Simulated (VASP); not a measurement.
# C in VASP: single point with PBEsol

Aim: the single point of C with PBEsol.

Everything below comes from runs of VASP 6.6.1. Logs are shortened: lines on timing, memory, paths and dates and some standing lists are left out, and cuts for length are marked.

**1. The cell of the first run**

The cell holds a slab with vacuum, 14 atoms: a = 2.513 Å, b = 2.513 Å, c = 27.824 Å, α = 90.00°, β = 90.00°, γ = 120.00°.

**2. Single point, PBEsol**

File INCAR:

```
SYSTEM = C
PREC = Accurate
ENCUT = 520
EDIFF = 1E-6
ISMEAR = 0
SIGMA = 0.05
LREAL = .False.
LASPH = .True.
NELM = 120
ALGO = Normal
ISIF = 2
LWAVE = .False.
LCHARG = .False.
LDIPOL = .True.
IDIPOL = 3
DIPOL = 0.5 0.5 0.500
GGA = PS
NBANDS = 41
GGA_COMPAT = .False.
NELMDL = -8
```

File KPOINTS:

```
Automatic mesh
0
Gamma
  12 12 1
  0 0 0
```

File POSCAR:

```
C
1.0
    2.5129226036      0.0000000000      0.0000000000
   -1.2564613018      2.1762548125      0.0000000000
    0.0000000000      0.0000000000     27.8237044624
C
14
Direct
    0.0000000000      0.0000000000      0.2695543295
    0.6666666667      0.3333333333      0.2879899831
    0.6666666667      0.3333333333      0.3432969440
    0.3333333333      0.6666666667      0.3617325977
    0.3333333333      0.6666666667      0.4170395586
    0.0000000000      0.0000000000      0.4354752123
    0.0000000000      0.0000000000      0.4907821732
    0.6666666667      0.3333333333      0.5092178268
    0.6666666667      0.3333333333      0.5645247877
    0.3333333333      0.6666666667      0.5829604414
    0.3333333333      0.6666666667      0.6382674023
    0.0000000000      0.0000000000      0.6567030560
    0.0000000000      0.0000000000      0.7120100169
    0.6666666667      0.3333333333      0.7304456705
```

Potentials or basis: VASP PAW PBE potentials, release 64 (C).

Run with:

```sh
$ cat potpaw_PBE.64/C/POTCAR > POTCAR
$ mpirun -np 1 vasp_std > vasp.out
```

OUTCAR:

```text
SYSTEM = C
   PREC = Accurate
   ENCUT = 520
   EDIFF = 1E-6
   ISMEAR = 0
   LREAL = .False.
   LASPH = .True.
   NELM = 120
   ISIF = 2
   GGA = PS
   NELMDL = -8

 ion  position               nearest neighbor table
   1  0.000  0.000  0.270-   2 1.54   2 1.54   2 1.54
   2  0.667  0.333  0.288-   3 1.54   1 1.54   1 1.54   1 1.54
   3  0.667  0.333  0.343-   2 1.54   4 1.54   4 1.54   4 1.54
   4  0.333  0.667  0.362-   5 1.54   3 1.54   3 1.54   3 1.54
   5  0.333  0.667  0.417-   4 1.54   6 1.54   6 1.54   6 1.54
   6  0.000  0.000  0.435-   7 1.54   5 1.54   5 1.54   5 1.54
   7  0.000  0.000  0.491-   6 1.54   8 1.54   8 1.54   8 1.54
   8  0.667  0.333  0.509-   9 1.54   7 1.54   7 1.54   7 1.54
   9  0.667  0.333  0.565-   8 1.54  10 1.54  10 1.54  10 1.54
  10  0.333  0.667  0.583-  11 1.54   9 1.54   9 1.54   9 1.54
  11  0.333  0.667  0.638-  10 1.54  12 1.54  12 1.54  12 1.54
  12  0.000  0.000  0.657-  13 1.54  11 1.54  11 1.54  11 1.54
  13  0.000  0.000  0.712-  12 1.54  14 1.54  14 1.54  14 1.54
  14  0.667  0.333  0.730-  13 1.54  13 1.54  13 1.54

  LATTYP: Found a hexagonal cell.
 ALAT       =     2.5129226036
 C/A-ratio  =    11.0722488717

  Lattice vectors:

 A1 = (   2.5129226036,   0.0000000000,   0.0000000000)
 A2 = (  -1.2564613018,   2.1762548125,   0.0000000000)
 A3 = (   0.0000000000,   0.0000000000,  27.8237044624)

Analysis of symmetry for initial positions (statically):
=====================================================================
 Subroutine PRICEL returns:
 Original cell was already a primitive cell.

 Routine SETGRP: Setting up the symmetry group for a
 hexagonal supercell.

 Subroutine GETGRP returns: Found 12 space group operations
 (whereof  6 operations were pure point group operations)
 out of a pool of 24 trial point group operations.

The static configuration has the point symmetry C_3v.
 The point group associated with its full space group is D_3d.

Analysis of symmetry for dynamics (positions and initial velocities):
=====================================================================
 Subroutine PRICEL returns:
 Original cell was already a primitive cell.

 Routine SETGRP: Setting up the symmetry group for a
 hexagonal supercell.

 Subroutine GETGRP returns: Found 12 space group operations
 (whereof  6 operations were pure point group operations)
 out of a pool of 24 trial point group operations.

The dynamic configuration has the point symmetry C_3v.
 The point group associated with its full space group is D_3d.

 Subroutine INISYM returns: Found 12 space group operations
 (whereof  6 operations are pure point group operations),
 and found     1 'primitive' translations

----------------------------------------------------------------------------------------

                                     Primitive cell

  volume of cell :     152.1612

  direct lattice vectors                    reciprocal lattice vectors
     2.512922604  0.000000000  0.000000000     0.397943016  0.229752507  0.000000000
    -1.256461302  2.176254812  0.000000000     0.000000000  0.459505015  0.000000000
     0.000000000  0.000000000 27.823704462     0.000000000  0.000000000  0.035940577

  length of vectors
     2.512922604  2.512922604 27.823704462     0.459505015  0.459505015  0.035940577

  position of ions in fractional coordinates (direct lattice)
     0.000000000  0.000000000  0.269554329
     0.666666667  0.333333333  0.287989983
     0.666666667  0.333333333  0.343296944
     0.333333333  0.666666667  0.361732598
     0.333333333  0.666666667  0.417039559
     0.000000000  0.000000000  0.435475212
     0.000000000  0.000000000  0.490782173
     0.666666667  0.333333333  0.509217827
     0.666666667  0.333333333  0.564524788
     0.333333333  0.666666667  0.582960441
     0.333333333  0.666666667  0.638267402
     0.000000000  0.000000000  0.656703056
     0.000000000  0.000000000  0.712010017
     0.666666667  0.333333333  0.730445671

  ion indices of the primitive-cell ions
   primitive index   ion index
                 1           1
                 2           2
                 3           3
                 4           4
                 5           5
                 6           6
                 7           7
                 8           8
                 9           9
                10          10
                11          11
                12          12
                13          13
                14          14

----------------------------------------------------------------------------------------

 KPOINTS: Automatic mesh

Automatic generation of k-mesh.
 Grid dimensions read from file:
 generate k-points for:   12   12    1

 Generating k-lattice:

  Cartesian coordinates                     Fractional coordinates (reciprocal lattice)
     0.033161918  0.019146042  0.000000000     0.083333333  0.000000000  0.000000000
     0.000000000  0.038292085  0.000000000     0.000000000  0.083333333  0.000000000
     0.000000000  0.000000000  0.035940577     0.000000000  0.000000000  1.000000000

  Length of vectors
     0.038292085  0.038292085  0.035940577

  Shift w.r.t. Gamma in fractional coordinates (k-lattice)
     0.000000000  0.000000000  0.000000000

 Subroutine IBZKPT returns following result:
 ===========================================

 Found     19 irreducible k-points:

 Following reciprocal coordinates:
            Coordinates               Weight
  0.000000  0.000000  0.000000      1.000000
  0.083333  0.000000  0.000000      6.000000
  0.166667  0.000000  0.000000      6.000000
  0.250000 -0.000000  0.000000      6.000000
  0.333333  0.000000  0.000000      6.000000
  0.416667 -0.000000  0.000000      6.000000
[... 11 lines left out ...]
  0.333333  0.250000  0.000000     12.000000
  0.333333  0.333333  0.000000      2.000000
   k-points           NKPTS =     19   k-points in BZ     NKDIM =     19   number of bands    NBANDS=     41
   number of dos      NEDOS =    301   number of ions     NIONS =     14
   total plane-waves  NPLWV =  84000
   dimension x,y,z NGX =    20 NGY =   20 NGZ =  210
   dimension x,y,z NGXF=    40 NGYF=   40 NGZF=  420
   ions per type =              14
   NGX,Y,Z   is equivalent  to a cutoff of  13.23, 13.23, 12.55 a.u.
   NGXF,Y,Z  is equivalent  to a cutoff of  26.46, 26.46, 25.09 a.u.
 SYSTEM =  C
   PREC   = accura    normal or accurate (medium, high low for compatibility)
   ISTART =      0    job   : 0-new  1-cont  2-samecut
   ICHARG =      2    charge: 1-file 2-atom 10-const
   ISPIN  =      1    spin polarized calculation?
   LNONCOLLINEAR =      F non collinear calculations
   LSORBIT =      F    spin-orbit coupling
   LASPH  =      T    aspherical Exc in radial PAW
   ENCUT  =  520.0 eV  38.22 Ry    6.18 a.u.   4.67  4.67 51.73*2*pi/ulx,y,z
   NELM   =    120;   NELMIN=  2; NELMDL= -8     # of ELM steps
   EDIFF  = 0.1E-05   stopping-criterion for ELM
   LREAL  =      F    real-space projection
[... 7 lines left out ...]
   TEBEG  =    0.0;   TEEND  =   0.0 temperature during run
   PSTRESS=    0.0 pullay stress
   NELECT =      56.0000    total number of electrons
   NUPDOWN=      -1.0000    fix difference up-down
   EMIN   =  10.00;   EMAX   =-10.00  energy-range for DOS
   EFERMI =   0.00;   METHOD = LEGACY
   ISMEAR =     0;   SIGMA  =   0.05  broadening in eV -4-tet -1-fermi 0-gaus
   EFERMI_NEDOS =   21; number of points for ismear=-14 and -15
   IALGO  =     38    algorithm
   IMIX   =      4    mixing-type and parameters
     AMIX     =   0.40;   BMIX     =  1.00
     AMIX_MAG =   1.60;   BMIX_MAG =  1.00
  volume/ion in A,a.u.               =      10.87        73.35
  Fermi-wavevector in a.u.,A,eV,Ry     =   1.173193  2.217014 18.726821  1.376382
  Thomas-Fermi vector in A             =   2.309610
   LORBIT       =      0    0 simple, 1 ext, 2 COOP (PROOUT), +10 PAW based schemes
   GGA     = PS    functional components
   LHFCALC =     F    Hartree Fock is set to
   AEXX    =    0.0000 exact exchange contribution
   IVDW    =     0    specifies the selected vdW correction
   LEPSILON=     F    determine dielectric tensor
   LRPA    =     F    only Hartree local field effects (RPA)
 non-spin polarized calculation
 Gauss-broadening in eV      SIGMA  =   0.05
  energy-cutoff  :      520.00
  volume of cell :      152.16
 maximum number of plane-waves:      4135
 NGX is ok and might be reduce to    20
   NGX =  9   NGY =  9   NGZ =103

 number of electron      55.9999998 magnetization

 dipolmoment           0.000000      0.000000     -0.000000 electrons x Angstroem

 Free energy of the ion-electron system (eV)
  ---------------------------------------------------
  ext. energy  EPLUGINS =         0.00000000
  ---------------------------------------------------
  free energy    TOTEN  =      -129.54881623 eV

  energy without entropy =     -129.52581963  energy(sigma->0) =     -129.53731793

 E-fermi :   2.7807     XC(G=0):  -7.5871

 val. band max:        2.7679137508   @ k =   0.2500  -0.0000   0.0000
 cond. band min:       2.7845085432   @ k =   0.2500   0.2500   0.0000
 fundamental gap:      0.0165947924
 Fermi energy:         2.7807010398

 k-point     1 :       0.0000    0.0000    0.0000
  band No.  band energies     occupation
      1     -19.9593      2.00000
      2     -19.3713      2.00000
      3     -18.5706      2.00000
      4     -17.5754      2.00000
      5     -16.3876      2.00000
      6     -15.0161      2.00000
[... 32 lines left out ...]
     39       9.1586      0.00000
[... 773 lines left out ...]
     39      13.0759      0.00000
     40      13.9435      0.00000
 [bands above 40 left out]

------------------------ aborting loop because EDIFF is reached ----------------------------------------

 vacuum level on the upper side and lower side of the slab       (xc-potential included)        -0.178        -0.178

  FORCE on cell =-STRESS in cart. coord.  units (eV):
  Direction    XX          YY          ZZ          XY          YZ          ZX
  --------------------------------------------------------------------------------------
  -------------------------------------------------------------------------------------
  Total        0.0359350      0.0359350     -2.0112610      0.0000000     -0.0000000     -0.0000000
  in kB        0.3783764      0.3783764    -21.1775251      0.0000000     -0.0000000     -0.0000000
  external PRESSURE =      -6.8069241 kB  Pullay stress =       0.0000000 kB

 VOLUME and BASIS-vectors are now :
 -----------------------------------------------------------------------------
  energy-cutoff  :      520.00
  volume of cell :      152.16
      direct lattice vectors                 reciprocal lattice vectors
     2.512922604  0.000000000  0.000000000     0.397943016  0.229752507  0.000000000
    -1.256461302  2.176254812  0.000000000     0.000000000  0.459505015  0.000000000
     0.000000000  0.000000000 27.823704462     0.000000000  0.000000000  0.035940577

 POSITION                                       TOTAL-FORCE (eV/Angst)
 -----------------------------------------------------------------------------------
      0.00000      0.00000      7.50000         0.000000     -0.000000      4.160297
      1.25646      0.72542      8.01295         0.000000     -0.000000     -4.760146
      1.25646      0.72542      9.55179         0.000000     -0.000000      0.822124
     -0.00000      1.45084     10.06474         0.000000     -0.000000     -0.387380
     -0.00000      1.45084     11.60359        -0.000000     -0.000000      0.171224
      0.00000      0.00000     12.11653        -0.000000     -0.000000     -0.078479
      0.00000      0.00000     13.65538        -0.000000     -0.000000      0.059395
      1.25646      0.72542     14.16833         0.000000      0.000000     -0.059395
      1.25646      0.72542     15.70717         0.000000      0.000000      0.078479
     -0.00000      1.45084     16.22012         0.000000     -0.000000     -0.171224
     -0.00000      1.45084     17.75896        -0.000000      0.000000      0.387380
      0.00000      0.00000     18.27191        -0.000000      0.000000     -0.822124
      0.00000      0.00000     19.81076        -0.000000     -0.000000      4.760146
      1.25646      0.72542     20.32370        -0.000000      0.000000     -4.160297
 -----------------------------------------------------------------------------------
    total drift:                               -0.000000      0.000000     -0.000061

  FREE ENERGIE OF THE ION-ELECTRON SYSTEM (eV)
  ---------------------------------------------------
  free  energy   TOTEN  =      -129.5488162260 eV

  energy  without entropy=     -129.5258196326  energy(sigma->0) =     -129.53731793

 vacuum level on the upper side and lower side of the slab         8.251         8.251
```

Run time: 6.4 min. Hardware: 1 thread of AMD EPYC 7R13, shared host; peak memory 0.26 GiB.

Results:

| Property | Result |
| --- | --- |
| Free energy | -129.5488 eV |
| Largest force | 4.760 eV/Å |
| Band gap on the k mesh | zero (bands 28 and 29 overlap by 0.20 eV) |

Forces on the atoms (eV/Å):
```
C    0.000  0.000  4.160
C    0.000  0.000 -4.760
C    0.000  0.000  0.822
C    0.000  0.000 -0.387
C    0.000  0.000  0.171
C    0.000  0.000 -0.078
C    0.000  0.000  0.059
C    0.000  0.000 -0.059
C    0.000  0.000  0.078
C    0.000  0.000 -0.171
C    0.000  0.000  0.387
C    0.000  0.000 -0.822
C    0.000  0.000  4.760
C    0.000  0.000 -4.160
```

Levels at points of the mesh, in eV from the Fermi level:
```tsv
k point	band 26	band 27	band 28	band 29	band 30	band 31
(0.00, 0.00, 0.00)	-0.73	-0.73	-0.09	0.23	4.67	4.67
(0.50, 0.00, 0.00)	-3.81	-3.71	-0.10	-0.10	3.51	3.81
```

Caveat: the PAW data sets were made with another functional, which shifts forces and pressure a little.
